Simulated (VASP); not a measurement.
Input of a VASP 6.6.1 run:

File INCAR:

```
SYSTEM = V
PREC = Accurate
ENCUT = 520
EDIFF = 1E-6
ISMEAR = -1
SIGMA = 0.025851999786435532
LREAL = .FALSE.
LASPH = .TRUE.
NELM = 150
ALGO = Normal
ISIF = 2
LWAVE = .FALSE.
LCHARG = .FALSE.
ISPIN = 2
MAGMOM = 0.51
LORBIT = 11
LMAXMIX = 4
GGA = PE
IVDW = 13
NBANDS = 16
```

KPOINTS

```
Automatic mesh
0
G
  6 6 6
  0 0 0
```

The input POSCAR:

```
V
1.0
   -1.5130000000      1.5130000000      1.5130000000
    1.5130000000     -1.5130000000      1.5130000000
    1.5130000000      1.5130000000     -1.5130000000
V
1
Direct
    0.0000000000      0.0000000000      0.0000000000
```

Potentials or basis: VASP PAW PBE potentials, release 64 (V_sv).

Launch:

```sh
$ cat potpaw_PBE.64/V_sv/POTCAR > POTCAR
$ mpirun -np 1 vasp_std > vasp.out
```

**Question.** Estimate the pressure.

**Answer.** -7.1 GPa.

**Question.** Estimate the dispersion energy per atom.

**Answer.** -0.319 eV.

**Question.** What does it give for the net moment?

**Answer.** 0.63 μB per cell.

**Question.** What does it give for the site moments?

**Answer.** V +0.50 μB.

Caveat: the k points lie up to 0.49 Å⁻¹ apart; pairwise dispersion overbinds metals, which lowers pressure and volume.
